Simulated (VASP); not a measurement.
# Pb (P6_3/mmc) in VASP: relaxation of cell and atoms with PBE

Aim: the relaxation of cell and atoms of Pb with PBE.

Everything below comes from runs of VASP 6.6.1. Logs are shortened: lines on timing, memory, paths and dates and some standing lists are left out, and cuts for length are marked.

**1. The cell of the first run**

Symmetry: P6_3/mmc, No. 194, hexagonal system. Conventional cell: a = 3.562 Å, b = 3.562 Å, c = 11.624 Å, α = 90.00°, β = 90.00°, γ = 120.00°. Pb (site symmetry -3m) has 12 Pb at 3.56 Å within 4.7 Å. Within 4.7 Å of Pb (site symmetry -6m2) lie 12 Pb at 3.56 Å.

This isn't the form of Pb at room conditions, which is fcc.

**2. Relaxation of cell and atoms, PBE**

INCAR

```
  PREC = Accurate
  ENCUT = 600
  EDIFF = 1E-6
  ISMEAR = 0
  SIGMA = 0.1
  LREAL = False
  LASPH = True
  NELM = 80
  ALGO = Fast
  ISIF = 3
  LWAVE = False
  LCHARG = False
  GGA = PE
  IBRION = 2
  NSW = 80
  EDIFFG = -0.01
```

KPOINTS

```
Automatic mesh
0
Gamma
  12 12 4
```

POSCAR

```
Pb
1.0
    3.5621995427      0.0000000000      0.0000000000
   -1.7810997713      3.0849552974      0.0000000000
    0.0000000000      0.0000000000     11.6238699821
Pb
4
Direct
    0.0000000000      0.0000000000      0.0000000000
    0.3333333333      0.6666666667      0.2500000000
    0.0000000000      0.0000000000      0.5000000000
    0.6666666667      0.3333333333      0.7500000000
```

Potentials or basis: VASP PAW PBE potentials, release 64 (Pb_d).

The run is started by

```bash
$ cat potpaw_PBE.64/Pb_d/POTCAR > POTCAR
$ mpirun -np 1 vasp_std > vasp.out
```

OUTCAR:

```text
PREC = Accurate
   ENCUT = 600
   EDIFF = 1E-6
   ISMEAR = 0
   LREAL = False
   LASPH = True
   NELM = 80
   ISIF = 3
   GGA = PE
   IBRION = 2
   NSW = 80
   EDIFFG = -0.01

 ion  position               nearest neighbor table
   1  0.000  0.000  0.000-   2 3.56   4 3.56   4 3.56   2 3.56   4 3.56   2 3.56
   2  0.333  0.667  0.250-   1 3.56   3 3.56   1 3.56   3 3.56   1 3.56   3 3.56
   3  0.000  0.000  0.500-   2 3.56   4 3.56   4 3.56   2 3.56   4 3.56   2 3.56
   4  0.667  0.333  0.750-   1 3.56   3 3.56   1 3.56   3 3.56   1 3.56   3 3.56

  LATTYP: Found a hexagonal cell.
 ALAT       =     3.5621995427
 C/A-ratio  =     3.2631159043

  Lattice vectors:

 A1 = (   3.5621995427,   0.0000000000,   0.0000000000)
 A2 = (  -1.7810997713,   3.0849552974,   0.0000000000)
 A3 = (   0.0000000000,   0.0000000000,  11.6238699821)

Analysis of symmetry for initial positions (statically):
=====================================================================
 Subroutine PRICEL returns:
 Original cell was already a primitive cell.

 Routine SETGRP: Setting up the symmetry group for a
 hexagonal supercell.

 Subroutine GETGRP returns: Found 24 space group operations
 (whereof 12 operations were pure point group operations)
 out of a pool of 24 trial point group operations.

The static configuration has the point symmetry D_3d.
 The point group associated with its full space group is D_6h.

Analysis of symmetry for dynamics (positions and initial velocities):
=====================================================================
 Subroutine PRICEL returns:
 Original cell was already a primitive cell.

 Routine SETGRP: Setting up the symmetry group for a
 hexagonal supercell.

 Subroutine GETGRP returns: Found 24 space group operations
 (whereof 12 operations were pure point group operations)
 out of a pool of 24 trial point group operations.

The dynamic configuration has the point symmetry D_3d.
 The point group associated with its full space group is D_6h.

 Subroutine INISYM returns: Found 24 space group operations
 (whereof 12 operations are pure point group operations),
 and found     1 'primitive' translations

----------------------------------------------------------------------------------------

                                     Primitive cell

  volume of cell :     127.7373

  direct lattice vectors                    reciprocal lattice vectors
     3.562199543  0.000000000  0.000000000     0.280725430  0.162076903  0.000000000
    -1.781099771  3.084955297  0.000000000     0.000000000  0.324153806  0.000000000
     0.000000000  0.000000000 11.623869982     0.000000000  0.000000000  0.086029868

  length of vectors
     3.562199543  3.562199543 11.623869982     0.324153806  0.324153806  0.086029868

  position of ions in fractional coordinates (direct lattice)
     0.000000000  0.000000000  0.000000000
     0.333333333  0.666666667  0.250000000
     0.000000000  0.000000000  0.500000000
     0.666666667  0.333333333  0.750000000

  ion indices of the primitive-cell ions
   primitive index   ion index
                 1           1
                 2           2
                 3           3
                 4           4

----------------------------------------------------------------------------------------

 KPOINTS: Automatic mesh

Automatic generation of k-mesh.
 Grid dimensions read from file:
 generate k-points for:   12   12    4

 Generating k-lattice:

  Cartesian coordinates                     Fractional coordinates (reciprocal lattice)
     0.023393786  0.013506409  0.000000000     0.083333333 -0.000000000  0.000000000
     0.000000000  0.027012817  0.000000000     0.000000000  0.083333333  0.000000000
     0.000000000  0.000000000  0.021507467     0.000000000  0.000000000  0.250000000

  Length of vectors
     0.027012817  0.027012817  0.021507467

  Shift w.r.t. Gamma in fractional coordinates (k-lattice)
     0.000000000  0.000000000  0.000000000

 Subroutine IBZKPT returns following result:
 ===========================================

 Found     57 irreducible k-points:

 Following reciprocal coordinates:
            Coordinates               Weight
  0.000000  0.000000  0.000000      1.000000
  0.083333 -0.000000  0.000000      6.000000
  0.166667 -0.000000  0.000000      6.000000
  0.250000 -0.000000  0.000000      6.000000
  0.333333  0.000000  0.000000      6.000000
  0.416667 -0.000000  0.000000      6.000000
[... 16 lines left out ...]
  0.250000 -0.000000  0.250000     12.000000
  0.333333  0.000000  0.250000     12.000000
 [... further k-points ...]
   k-points           NKPTS =     57   k-points in BZ     NKDIM =     57   number of bands    NBANDS=     33
   number of dos      NEDOS =    301   number of ions     NIONS =      4
   total plane-waves  NPLWV =  75264
   dimension x,y,z NGX =    28 NGY =   28 NGZ =   96
   dimension x,y,z NGXF=    56 NGYF=   56 NGZF=  192
   ions per type =               4
   NGX,Y,Z   is equivalent  to a cutoff of  13.07, 13.07, 13.73 a.u.
   NGXF,Y,Z  is equivalent  to a cutoff of  26.13, 26.13, 27.46 a.u.
 SYSTEM =  unknown system
   PREC   = accura    normal or accurate (medium, high low for compatibility)
   ISTART =      0    job   : 0-new  1-cont  2-samecut
   ICHARG =      2    charge: 1-file 2-atom 10-const
   ISPIN  =      1    spin polarized calculation?
   LNONCOLLINEAR =      F non collinear calculations
   LSORBIT =      F    spin-orbit coupling
   LASPH  =      T    aspherical Exc in radial PAW
   ENCUT  =  600.0 eV  44.10 Ry    6.64 a.u.   7.11  7.11 23.22*2*pi/ulx,y,z
   NELM   =     80;   NELMIN=  2; NELMDL= -5     # of ELM steps
   EDIFF  = 0.1E-05   stopping-criterion for ELM
   LREAL  =      F    real-space projection
   EDIFFG = -.1E-01   stopping-criterion for IOM
   NSW    =     80    number of steps for IOM
   IBRION =      2    ionic relax: 0-MD 1-quasi-New 2-CG
   NFREE  =      1    steps in history (QN), initial steepest desc. (CG)
   ISIF   =      3    stress and relaxation
   ISYM   =      2    0-nonsym 1-usesym 2-fastsym
   POTIM  = 0.5000    time-step for ionic-motion
   TEBEG  =    0.0;   TEEND  =   0.0 temperature during run
   PSTRESS=    0.0 pullay stress
   NELECT =      56.0000    total number of electrons
   NUPDOWN=      -1.0000    fix difference up-down
   EMIN   =  10.00;   EMAX   =-10.00  energy-range for DOS
   EFERMI =   0.00;   METHOD = LEGACY
   ISMEAR =     0;   SIGMA  =   0.10  broadening in eV -4-tet -1-fermi 0-gaus
   EFERMI_NEDOS =   21; number of points for ismear=-14 and -15
   IALGO  =     68    algorithm
   IMIX   =      4    mixing-type and parameters
     AMIX     =   0.40;   BMIX     =  1.00
     AMIX_MAG =   1.60;   BMIX_MAG =  1.00
  volume/ion in A,a.u.               =      31.93       215.50
  Fermi-wavevector in a.u.,A,eV,Ry     =   1.243650  2.350158 21.043664  1.546666
  Thomas-Fermi vector in A             =   2.377952
   LORBIT       =      0    0 simple, 1 ext, 2 COOP (PROOUT), +10 PAW based schemes
   GGA     = PE    functional components
   LHFCALC =     F    Hartree Fock is set to
   AEXX    =    0.0000 exact exchange contribution
   IVDW    =     0    specifies the selected vdW correction
   LEPSILON=     F    determine dielectric tensor
   LRPA    =     F    only Hartree local field effects (RPA)
 conjugate gradient relaxation of ions
 non-spin polarized calculation
 RMM-DIIS sequential band-by-band and
 Gauss-broadening in eV      SIGMA  =   0.10
  energy-cutoff  :      600.00
  volume of cell :      127.74
 maximum number of plane-waves:      4302
   NGX = 15   NGY = 15   NGZ = 47

--------------------------------------- Ionic step        1  -------------------------------------------

 number of electron      56.0000005 magnetization

 Free energy of the ion-electron system (eV)
  ---------------------------------------------------
  ext. energy  EPLUGINS =         0.00000000
  ---------------------------------------------------
  free energy    TOTEN  =       -14.23413489 eV

  energy without entropy =      -14.22329185  energy(sigma->0) =      -14.22871337

------------------------ aborting loop because EDIFF is reached ----------------------------------------

  FORCE on cell =-STRESS in cart. coord.  units (eV):
  Direction    XX          YY          ZZ          XY          YZ          ZX
  --------------------------------------------------------------------------------------
  -------------------------------------------------------------------------------------
  Total       -0.0963114     -0.0963114     -0.1160152     -0.0000000      0.0000000     -0.0000000
  in kB       -1.2080100     -1.2080100     -1.4551497     -0.0000000      0.0000000     -0.0000000
  external PRESSURE =      -1.2903899 kB  Pullay stress =       0.0000000 kB

 VOLUME and BASIS-vectors are now :
 -----------------------------------------------------------------------------
  energy-cutoff  :      600.00
  volume of cell :      127.74
      direct lattice vectors                 reciprocal lattice vectors
     3.562199543  0.000000000  0.000000000     0.280725430  0.162076903  0.000000000
    -1.781099771  3.084955297  0.000000000     0.000000000  0.324153806  0.000000000
     0.000000000  0.000000000 11.623869982     0.000000000  0.000000000  0.086029868
[... 77 lines left out ...]
 POSITION                                       TOTAL-FORCE (eV/Angst)
 -----------------------------------------------------------------------------------
     -0.00000      0.00000     -0.00000         0.000000      0.000000      0.000000
     -0.00000      2.05551      2.90406         0.000000     -0.000000      0.000000
     -1.78013      3.08327      5.80811         0.000000      0.000000      0.000000
      1.78013      1.02776      8.71217        -0.000000      0.000000     -0.000000
 -----------------------------------------------------------------------------------
    total drift:                                0.000000     -0.000000      0.000000

  FREE ENERGIE OF THE ION-ELECTRON SYSTEM (eV)
  ---------------------------------------------------
  free  energy   TOTEN  =       -14.2340525746 eV

  energy  without entropy=      -14.2232877487  energy(sigma->0) =      -14.22867016

--------------------------------------- Ionic step        4  -------------------------------------------

 number of electron      56.0000005 magnetization

 Free energy of the ion-electron system (eV)
  ---------------------------------------------------
  ext. energy  EPLUGINS =         0.00000000
  ---------------------------------------------------
  free energy    TOTEN  =       -14.23408799 eV

  energy without entropy =      -14.22329436  energy(sigma->0) =      -14.22869118

 E-fermi :   6.7809     XC(G=0):  -9.9452

 val. band max:        6.7483163365   @ k =   0.5000  -0.0000   0.0000
 cond. band min:       6.7922583835   @ k =   0.1667   0.1667   0.2500
 fundamental gap:      0.0439420470
 Fermi energy:         6.7809125340

 k-point     1 :       0.0000    0.0000    0.0000
  band No.  band energies     occupation
      1     -10.3351      2.00000
      2     -10.3223      2.00000
      3     -10.3188      2.00000
      4     -10.3161      2.00000
      5     -10.3107      2.00000
      6     -10.3107      2.00000
[... 853 lines left out ...]
     32       9.9840      0.00000
     33      10.2017      0.00000

 [... further k-points ...]

------------------------ aborting loop because EDIFF is reached ----------------------------------------

  FORCE on cell =-STRESS in cart. coord.  units (eV):
  Direction    XX          YY          ZZ          XY          YZ          ZX
  --------------------------------------------------------------------------------------
  -------------------------------------------------------------------------------------
  Total        0.0360543      0.0360543      0.0296687      0.0000000      0.0000000      0.0000000
  in kB        0.4527126      0.4527126      0.3725320      0.0000000      0.0000000      0.0000000
  external PRESSURE =       0.4259857 kB  Pullay stress =       0.0000000 kB

 VOLUME and BASIS-vectors are now :
 -----------------------------------------------------------------------------
  energy-cutoff  :      600.00
  volume of cell :      127.60
      direct lattice vectors                 reciprocal lattice vectors
     3.560990160 -0.000000000 -0.000000000     0.280820770  0.162131947  0.000000000
    -1.780495080  3.083907942 -0.000000000     0.000000000  0.324263895  0.000000000
     0.000000000  0.000000000 11.619116266     0.000000000  0.000000000  0.086065065

 POSITION                                       TOTAL-FORCE (eV/Angst)
 -----------------------------------------------------------------------------------
      0.00000      0.00000      0.00000         0.000000      0.000000     -0.000000
     -0.00000      2.05594      2.90478        -0.000000      0.000000      0.000000
      0.00000     -0.00000      5.80956         0.000000      0.000000     -0.000000
      1.78050      1.02797      8.71434         0.000000     -0.000000     -0.000000
 -----------------------------------------------------------------------------------
    total drift:                                0.000000     -0.000000      0.000000

  FREE ENERGIE OF THE ION-ELECTRON SYSTEM (eV)
  ---------------------------------------------------
  free  energy   TOTEN  =       -14.2340879940 eV

  energy  without entropy=      -14.2232943589  energy(sigma->0) =      -14.22869118

 reached required accuracy - stopping structural energy minimisation
```

Run time: 14 min. Hardware: 1 thread of Oxide Virtual Turin-like, shared host; peak memory 0.37 GiB.

Results:

| Quantity | Value |
| --- | --- |
| Free energy | -14.2341 eV |
| Relaxed volume | 31.90 Å³/atom |
| Relaxed cell | a = 3.561 Å, b = 3.561 Å, c = 11.619 Å, α = 90.00°, β = 90.00°, γ = 120.00° |
| Space group after relaxing (to 0.1 Å) | P6_3/mmc (No. 194) |
| Ionic steps | 4 |
| Pressure after relaxing | 0.0 GPa |
| Band gap on the k mesh | zero (bands 28 and 29 overlap by 7.30 eV) |

Final structure:
```cif
data_structure
_symmetry_space_group_name_H-M 'P 1'
_symmetry_Int_Tables_number 1
_cell_length_a 3.5610
_cell_length_b 3.5610
_cell_length_c 11.6191
_cell_angle_alpha 90.000
_cell_angle_beta 90.000
_cell_angle_gamma 120.000
_cell_volume 127.60
loop_
_atom_site_label
_atom_site_type_symbol
_atom_site_fract_x
_atom_site_fract_y
_atom_site_fract_z
_atom_site_occupancy
Pb1 Pb 0.00000 0.00000 0.00000 1
Pb2 Pb 0.33333 0.66667 0.25000 1
Pb3 Pb 0.00000 0.00000 0.50000 1
Pb4 Pb 0.66667 0.33333 0.75000 1
```

Caveat: spin-orbit coupling is left out, which moves the levels of the heavy elements.

The gap in the log of VASP goes by the Fermi energy; the results here count the filled bands.